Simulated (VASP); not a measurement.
# MgI2 (P-3m1) in VASP: further runs

The runs below take MgI2 through single point, with PBE.

Everything below comes from runs of VASP 6.6.1. Logs are shortened: lines on timing, memory, paths and dates and some standing lists are left out, and cuts for length are marked.

### 1 The cell of the first run

It takes space group P-3m1 (No. 164, trigonal). The conventional cell has a = 4.115 Å, b = 4.115 Å, c = 7.641 Å, α = 90.00°, β = 90.00°, γ = 120.00°. Mg (site symmetry -3m) has 6 I at 2.80 Å within 3.7 Å. Within 3.7 Å of I (site symmetry 3m) lie 3 Mg at 2.80 Å.

### 2 Single point, PBE

Contents of INCAR:

```
PREC = Accurate ; ENCUT = 520
EDIFF = 1E-6 ; ISMEAR = 0
SIGMA = 0.05 ; LREAL = False
LASPH = True ; NELM = 80
ALGO = Normal ; ISIF = 2
LWAVE = False ; LCHARG = True
GGA = PE ; LELF = True
LVHAR = True ; NBANDS = 15
```

Contents of KPOINTS:

```
Automatic mesh
0
Gamma
  6 6 4
```

Contents of POSCAR:

```
MgI2
1.0
    4.1154617896      0.0000000000      0.0000000000
   -2.0577308948      3.5640944581      0.0000000000
    0.0000000000      0.0000000000      7.6413829923
Mg I
1 2
Direct
    0.0000000000      0.0000000000      0.0000000000
    0.3333333333      0.6666666667      0.8050686935
    0.6666666667      0.3333333333      0.1949313065
```

Potentials or basis: VASP PAW PBE potentials, release 64 (Mg, I).

Launch:

```console
$ cat potpaw_PBE.64/Mg/POTCAR potpaw_PBE.64/I/POTCAR > POTCAR
$ mpirun -np 1 vasp_std > vasp.out
```

OUTCAR:

```text
PREC = Accurate
   ENCUT = 520
   EDIFF = 1E-6
   ISMEAR = 0
   LREAL = False
   LASPH = True
   NELM = 80
   ISIF = 2
   GGA = PE

 ion  position               nearest neighbor table
   1  0.000  0.000  0.000-   2 2.80   3 2.80   3 2.80   2 2.80   3 2.80   2 2.80
   2  0.333  0.667  0.805-   1 2.80   1 2.80   1 2.80
   3  0.667  0.333  0.195-   1 2.80   1 2.80   1 2.80

  LATTYP: Found a hexagonal cell.
 ALAT       =     4.1154617896
 C/A-ratio  =     1.8567498334

  Lattice vectors:

 A1 = (   4.1154617896,   0.0000000000,   0.0000000000)
 A2 = (  -2.0577308948,   3.5640944581,   0.0000000000)
 A3 = (   0.0000000000,   0.0000000000,   7.6413829923)

Analysis of symmetry for initial positions (statically):
[... 33 lines left out ...]
                                     Primitive cell

  volume of cell :     112.0830

  direct lattice vectors                    reciprocal lattice vectors
     4.115461790  0.000000000  0.000000000     0.242986098  0.140288089  0.000000000
    -2.057730895  3.564094458  0.000000000     0.000000000  0.280576178  0.000000000
     0.000000000  0.000000000  7.641382992     0.000000000  0.000000000  0.130866363

  length of vectors
     4.115461790  4.115461790  7.641382992     0.280576178  0.280576178  0.130866363

  position of ions in fractional coordinates (direct lattice)
     0.000000000  0.000000000  0.000000000
     0.333333333  0.666666667  0.805068693
     0.666666667  0.333333333  0.194931307

  ion indices of the primitive-cell ions
   primitive index   ion index
                 1           1
                 2           2
                 3           3

----------------------------------------------------------------------------------------

 KPOINTS: Automatic mesh

Automatic generation of k-mesh.
 Grid dimensions read from file:
 generate k-points for:    6    6    4

 Generating k-lattice:

  Cartesian coordinates                     Fractional coordinates (reciprocal lattice)
     0.040497683  0.023381348  0.000000000     0.166666667  0.000000000  0.000000000
     0.000000000  0.046762696  0.000000000     0.000000000  0.166666667  0.000000000
     0.000000000  0.000000000  0.032716591     0.000000000  0.000000000  0.250000000

  Length of vectors
     0.046762696  0.046762696  0.032716591

  Shift w.r.t. Gamma in fractional coordinates (k-lattice)
[... 9 lines left out ...]
  0.000000  0.000000  0.000000      1.000000
  0.166667  0.000000  0.000000      6.000000
  0.333333  0.000000  0.000000      6.000000
  0.500000  0.000000  0.000000      3.000000
  0.166667  0.166667  0.000000      6.000000
  0.333333  0.166667  0.000000     12.000000
[... 22 lines left out ...]
   dimension x,y,z NGXF=    64 NGYF=   64 NGZF=  120
   ions per type =               1   2
   NGX,Y,Z   is equivalent  to a cutoff of  12.93, 12.93, 13.05 a.u.
   NGXF,Y,Z  is equivalent  to a cutoff of  25.85, 25.85, 26.11 a.u.
 SYSTEM =  unknown system
   PREC   = accura    normal or accurate (medium, high low for compatibility)
   ISTART =      0    job   : 0-new  1-cont  2-samecut
   ICHARG =      2    charge: 1-file 2-atom 10-const
   ISPIN  =      1    spin polarized calculation?
   LNONCOLLINEAR =      F non collinear calculations
   LSORBIT =      F    spin-orbit coupling
   LASPH  =      T    aspherical Exc in radial PAW
   ENCUT  =  520.0 eV  38.22 Ry    6.18 a.u.   7.65  7.65 14.21*2*pi/ulx,y,z
   NELM   =     80;   NELMIN=  2; NELMDL= -5     # of ELM steps
   EDIFF  = 0.1E-05   stopping-criterion for ELM
   LREAL  =      F    real-space projection
   EDIFFG = 0.1E-04   stopping-criterion for IOM
   NSW    =      0    number of steps for IOM
   IBRION =     -1    ionic relax: 0-MD 1-quasi-New 2-CG
[... 14 lines left out ...]
     AMIX     =   0.40;   BMIX     =  1.00
     AMIX_MAG =   1.60;   BMIX_MAG =  1.00
  volume/ion in A,a.u.               =      37.36       252.12
  Fermi-wavevector in a.u.,A,eV,Ry     =   0.855595  1.616840  9.960047  0.732043
  Thomas-Fermi vector in A             =   1.972368
   LORBIT       =      0    0 simple, 1 ext, 2 COOP (PROOUT), +10 PAW based schemes
   GGA     = PE    functional components
[... 6 lines left out ...]
 Gauss-broadening in eV      SIGMA  =   0.05
  energy-cutoff  :      520.00
  volume of cell :      112.08
 maximum number of plane-waves:      3076
 NGX is ok and might be reduce to    32
   NGX = 15   NGY = 15   NGZ = 29

 number of electron      16.0000000 magnetization

 Free energy of the ion-electron system (eV)
  ---------------------------------------------------
  ext. energy  EPLUGINS =         0.00000000
  ---------------------------------------------------
  free energy    TOTEN  =        -7.46616033 eV

  energy without entropy =       -7.46616033  energy(sigma->0) =       -7.46616033

 E-fermi :   1.6074     XC(G=0):  -7.5772

 val. band max:        1.3880229875   @ k =   0.1667   0.0000   0.0000
 cond. band min:       5.1627044971   @ k =   0.5000   0.0000   0.0000
 fundamental gap:      3.7746815095
 Fermi energy:         1.6073887220

 k-point     1 :       0.0000    0.0000    0.0000
  band No.  band energies     occupation
      1     -10.8533      2.00000
      2      -9.9306      2.00000
      3      -1.7646      2.00000
      4       0.8355      2.00000
      5       0.8355      2.00000
      6       1.2998      2.00000
      7       1.3221      2.00000
      8       1.3221      2.00000
      9       5.6354      0.00000
     10       6.2537      0.00000
     11       8.0093      0.00000
     12       8.0093      0.00000
     13       8.1771      0.00000
     14       9.3949      0.00000
     15       9.3949      0.00000

 k-point     2 :       0.1667    0.0000    0.0000
  band No.  band energies     occupation
      1     -10.6928      2.00000
      2      -9.8583      2.00000
      3      -1.6520      2.00000
      4      -0.2713      2.00000
      5       0.4894      2.00000
      6       0.5245      2.00000
      7       1.2852      2.00000
      8       1.3880      2.00000
      9       6.4200      0.00000
     10       6.8016      0.00000
     11       7.6574      0.00000
     12       8.5637      0.00000
     13       8.6027      0.00000
     14       9.3603      0.00000
     15       9.9009      0.00000

 k-point     3 :       0.3333    0.0000    0.0000
  band No.  band energies     occupation
      1     -10.3021      2.00000
      2      -9.7399      2.00000
      3      -1.9803      2.00000
      4      -1.3931      2.00000
      5      -0.1743      2.00000
      6       0.0109      2.00000
      7       1.0783      2.00000
      8       1.1523      2.00000
      9       5.5802      0.00000
     10       7.0822      0.00000
     11       8.0015      0.00000
     12       9.0636      0.00000
     13       9.1833      0.00000
     14       9.9710      0.00000
     15      10.3508      0.00000

 k-point     4 :       0.5000    0.0000    0.0000
  band No.  band energies     occupation
      1     -10.0180      2.00000
      2      -9.7433      2.00000
      3      -2.5124      2.00000
      4      -1.7227      2.00000
      5      -0.1817      2.00000
      6       0.0354      2.00000
      7       0.8259      2.00000
      8       0.9617      2.00000
      9       5.1627      0.00000
     10       7.0583      0.00000
     11       7.4610      0.00000
     12       9.1473      0.00000
     13       9.6099      0.00000
     14      10.4116      0.00000
     15      10.5126      0.00000
[... 307 lines left out ...]
 k-point    22 :       0.1667    0.1667    0.5000
  band No.  band energies     occupation
      1     -10.4024      2.00000
      2      -9.7777      2.00000
      3      -1.6525      2.00000
      4      -1.0942      2.00000
      5      -0.4731      2.00000
      6       0.5767      2.00000
      7       0.6635      2.00000
      8       1.1436      2.00000
      9       6.5443      0.00000
     10       7.2907      0.00000
     11       7.9329      0.00000
     12       8.8076      0.00000
     13       8.8230      0.00000
     14       9.3058      0.00000
     15      10.3951      0.00000

 k-point    23 :       0.3333    0.1667    0.5000
  band No.  band energies     occupation
      1     -10.0334      2.00000
      2      -9.7300      2.00000
      3      -2.2667      2.00000
      4      -1.5968      2.00000
      5      -0.7986      2.00000
      6      -0.0012      2.00000
      7       0.6631      2.00000
      8       1.0649      2.00000
      9       6.1632      0.00000
     10       7.4402      0.00000
     11       8.1279      0.00000
     12       8.4675      0.00000
     13       8.8540      0.00000
     14      10.0503      0.00000
     15      10.5733      0.00000

 k-point    24 :       0.3333    0.3333    0.5000
  band No.  band energies     occupation
      1      -9.8080      2.00000
      2      -9.8080      2.00000
      3      -2.1822      2.00000
      4      -1.4410      2.00000
      5      -1.4410      2.00000
      6      -0.6013      2.00000
      7       0.9003      2.00000
      8       0.9003      2.00000
      9       6.7234      0.00000
     10       8.0394      0.00000
     11       8.0394      0.00000
     12       9.3261      0.00000
     13       9.4112      0.00000
     14       9.9333      0.00000
     15       9.9333      0.00000

------------------------ aborting loop because EDIFF is reached ----------------------------------------

  FORCE on cell =-STRESS in cart. coord.  units (eV):
  Direction    XX          YY          ZZ          XY          YZ          ZX
  --------------------------------------------------------------------------------------
  -------------------------------------------------------------------------------------
  Total        2.9113042      2.9113042      3.7952991      0.0000000     -0.0000000      0.0000000
  in kB       41.6158168     41.6158168     54.2521367      0.0000000     -0.0000000      0.0000000
  external PRESSURE =      45.8279234 kB  Pullay stress =       0.0000000 kB

 VOLUME and BASIS-vectors are now :
 -----------------------------------------------------------------------------
  energy-cutoff  :      520.00
  volume of cell :      112.08
      direct lattice vectors                 reciprocal lattice vectors
     4.115461790  0.000000000  0.000000000     0.242986098  0.140288089  0.000000000
    -2.057730895  3.564094458  0.000000000     0.000000000  0.280576178  0.000000000
     0.000000000  0.000000000  7.641382992     0.000000000  0.000000000  0.130866363

 POSITION                                       TOTAL-FORCE (eV/Angst)
 -----------------------------------------------------------------------------------
      0.00000      0.00000      0.00000         0.000000      0.000000      0.000000
     -0.00000      2.37606      6.15184        -0.000000      0.000000     -1.276440
      2.05773      1.18803      1.48954         0.000000     -0.000000      1.276440
 -----------------------------------------------------------------------------------
    total drift:                                0.000000     -0.000000      0.000000

  FREE ENERGIE OF THE ION-ELECTRON SYSTEM (eV)
  ---------------------------------------------------
  free  energy   TOTEN  =        -7.4661603290 eV

  energy  without entropy=       -7.4661603290  energy(sigma->0) =       -7.46616033
```

It took 16 s on 1 thread of Intel Xeon 6975P-C (Granite Rapids), shared host; peak memory 0.24 GiB.

Results:

```
Free energy            : -7.4662 eV
Pressure               : 4.6 GPa
Largest force          : 1.276 eV/Å
Band gap on the k mesh : 3.77 eV, indirect (least direct gap 4.20 eV)
```

Forces in eV/Å, atoms in the order of the input:
```
Mg   0.000  0.000  0.000
I    0.000  0.000 -1.276
I    0.000  0.000  1.276
```

Levels at points of the mesh, in eV from the valence-band top:
| k point | band 5 | band 6 | band 7 | band 8 | band 9 | band 10 | band 11 | band 12 |
| --- | --- | --- | --- | --- | --- | --- | --- | --- |
| (0.00, 0.00, 0.00) | -0.55 | -0.09 | -0.07 | -0.07 | 4.25 | 4.87 | 6.62 | 6.62 |
| (0.50, 0.00, 0.00) | -1.57 | -1.35 | -0.56 | -0.43 | 3.77 | 5.67 | 6.07 | 7.76 |
| (0.00, 0.00, 0.50) | -0.54 | -0.54 | -0.08 | -0.08 | 4.80 | 4.90 | 6.58 | 6.58 |
| (0.50, 0.00, 0.50) | -1.55 | -1.17 | -0.55 | -0.46 | 3.82 | 5.71 | 5.90 | 6.66 |

Caveat: spin-orbit coupling is left out, which moves the levels of the heavy elements; this functional lacks dispersion, which binds the layers, so the pressure and a relaxed spacing across them are unreliable; forces of over 1 eV/Å act on the atoms, so gaps and moduli don't describe the material at rest.

### 3 Single point, PBE

This run uses another cell than the first one, of 41.83 Å³/atom, 1.120 times its volume.

Contents of INCAR:

```
  ALGO = Normal
  EDIFF = 1E-7
  ENCUT = 520
  GGA = PE
  ISIF = 2
  ISMEAR = 0
  LASPH = T
  LCHARG = T
  LELF = T
  LREAL = F
  LVHAR = T
  LWAVE = F
  NBANDS = 15
  NELM = 60
  PREC = Accurate
  SIGMA = 0.05
```

Contents of KPOINTS:

```
k-points
0
Gamma
  6 6 4
```

Contents of POSCAR:

```
MgI2
1.0
    4.2734827252      0.0000000000      0.0000000000
   -2.1367413626      3.7009446027      0.0000000000
    0.0000000000      0.0000000000      7.9347883382
Mg I
1 2
Direct
    0.0000000000      0.0000000000      0.0000000000
    0.3333333333      0.6666666667      0.7781860196
    0.6666666667      0.3333333333      0.2218139804
```

Potentials or basis: VASP PAW PBE potentials, release 64 (Mg, I).

Launch:

```console
$ cat potpaw_PBE.64/Mg/POTCAR potpaw_PBE.64/I/POTCAR > POTCAR
$ mpirun -np 1 vasp_std > vasp.out
```

Wall time 25 s (1 thread of AMD EPYC 9R45 (Zen 5), shared host); peak memory 0.22 GiB.

The run converged. Its results:

```yaml
Free_energy: -7.6757 eV
Pressure: -1.7 GPa
Largest_force: 0.469 eV/Å
Band_gap_on_the_k_mesh: 3.38 eV, direct
```

Forces on the atoms (eV/Å):
```
Mg   0.000  0.000  0.000
I    0.000  0.000  0.469
I    0.000  0.000 -0.469
```

Stress tensor (GPa, compression positive):
```
-1.51  0.00  0.00
 0.00 -1.51  0.00
 0.00  0.00 -2.10
```

Levels at points of the mesh, in eV from the valence-band top:
```tsv
k point	band 5	band 6	band 7	band 8	band 9	band 10	band 11	band 12
(0.00, 0.00, 0.00)	-0.22	-0.22	0.00	0.00	3.38	4.87	6.65	6.65
(0.50, 0.00, 0.00)	-1.35	-0.99	-0.66	-0.37	3.50	5.30	5.72	7.02
(0.00, 0.00, 0.50)	-0.20	-0.20	-0.02	-0.02	4.04	4.82	6.61	6.61
(0.50, 0.00, 0.50)	-1.12	-0.96	-0.65	-0.43	3.41	5.27	5.76	6.17
```

Caveat: spin-orbit coupling is left out, which moves the levels of the heavy elements; this functional lacks dispersion, which binds the layers, so the pressure and a relaxed spacing across them are unreliable.

### 4 Single point, PBE

This run uses another cell than the first one, of 41.83 Å³/atom, 1.120 times its volume.

Contents of INCAR:

```
ALGO = Normal ; EDIFF = 1E-7
ENCUT = 520 ; GGA = PE
ISIF = 2 ; ISMEAR = 0
LASPH = T ; LCHARG = F
LREAL = F ; LWAVE = F
NBANDS = 15 ; NELM = 60
PREC = Accurate ; SIGMA = 0.05
```

KPOINTS is that of step 3.

Contents of POSCAR:

```
MgI2
1.0
    4.2734827252      0.0000000000      0.0000000000
   -2.1367413626      3.7009446027      0.0000000000
    0.0000000000      0.0000000000      7.9347883382
Mg I
1 2
Direct
    0.0000000000      0.0000000000      0.0000000000
    0.3333333333      0.6666666667      0.7858667836
    0.6666666667      0.3333333333      0.2141332164
```

Launch:

```console
$ cat potpaw_PBE.64/Mg/POTCAR potpaw_PBE.64/I/POTCAR > POTCAR
$ mpirun -np 1 vasp_std > vasp.out
```

Wall time 25 s (1 thread of AMD EPYC 9R45 (Zen 5), shared host); peak memory 0.22 GiB.

It converged, with:

```yaml
Free_energy: -7.7182 eV
Pressure: -1.1 GPa
Largest_force: 0.224 eV/Å
Band_gap_on_the_k_mesh: 3.55 eV, direct
```

Forces in eV/Å, atoms in the order of the input:
```
Mg   0.000  0.000  0.000
I    0.000  0.000  0.224
I    0.000  0.000 -0.224
```

Stress tensor (GPa, compression positive):
```
-1.11  0.00  0.00
 0.00 -1.11  0.00
 0.00  0.00 -0.98
```

Levels at points of the mesh, in eV from the valence-band top:
| k point | band 4 | band 5 | band 6 | band 7 | band 8 | band 9 | band 10 | band 11 | band 12 | band 13 |
| --- | --- | --- | --- | --- | --- | --- | --- | --- | --- | --- |
| (0.00, 0.00, 0.00) | -0.26 | -0.26 | -0.25 | 0.00 | 0.00 | 3.55 | 4.87 | 6.64 | 6.64 | 6.97 |
| (0.50, 0.00, 0.00) | -2.48 | -1.26 | -1.05 | -0.57 | -0.35 | 3.61 | 5.42 | 5.85 | 7.18 | 7.35 |
| (0.00, 0.00, 0.50) | -0.75 | -0.24 | -0.24 | -0.02 | -0.02 | 4.14 | 4.84 | 6.60 | 6.60 | 7.13 |
| (0.50, 0.00, 0.50) | -2.56 | -1.07 | -1.02 | -0.56 | -0.39 | 3.55 | 5.42 | 5.85 | 6.34 | 7.42 |

Caveat: spin-orbit coupling is left out, which moves the levels of the heavy elements; this functional lacks dispersion, which binds the layers, so the pressure and a relaxed spacing across them are unreliable. A k mesh can miss the band edges.

[end of part 1 of 2]
